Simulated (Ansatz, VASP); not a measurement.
FeGe: VASP and Ansatz over several settings

```
CELL_PARAMETERS angstrom
4.89558 0.00000 0.00000
-2.44779 4.23970 0.00000
0.00000 0.00000 4.03174
ATOMIC_POSITIONS crystal
Ge 0.66667 0.33333 0.50000
Ge 0.33333 0.66667 0.50000
Ge 0.00000 0.00000 0.00000
Fe 0.00000 0.50000 0.00000
Fe 0.50000 0.50000 0.00000
Fe 0.50000 0.00000 0.00000
```

Single points on this cell with VASP 6.6.1 and Ansatz 0.2.0. Each row is one pair of runs. Alike in all rows: spin: collinear, typed start; k mesh: 6 × 6 × 7; smearing: fermi-dirac, width 0.05 eV; Ansatz's potentials, cutoff: Ansatz PAW, 420 eV.

| level | VASP's potentials, cutoff | gap on the k mesh at the Fermi level (eV), VASP | gap on the k mesh at the Fermi level (eV), Ansatz | pressure (GPa), VASP | pressure (GPa), Ansatz | net moment per atom (μB), VASP | net moment per atom (μB), Ansatz |
| --- | --- | --- | --- | --- | --- | --- | --- |
| LDA | VASP PAW LDA potentials, release 64 (Ge_d, Fe), 520 eV | none | none | -6.5 | -6.7 | 0.61 | 0.64 |
| PBE | VASP PAW PBE potentials, release 64 (Ge_d, Fe), 520 eV | none | none | 5.3 | 5.3 | 0.68 | 0.68 |
| PBEsol | VASP PAW PBE potentials, release 64 (Ge_d, Fe), 520 eV | none | none | -1.5 | -1.6 | 0.67 | 0.67 |

Pressure (GPa): the two programs differ by at most 0.16; net moment per atom (μB): the two programs differ by at most 0.026.

VASP's potentials hold 66 valence electrons a cell and Ansatz's 90, so a difference there can come from the potentials and not from the codes.

A gap of «none» marks a metal or a gap that the smearing closes.
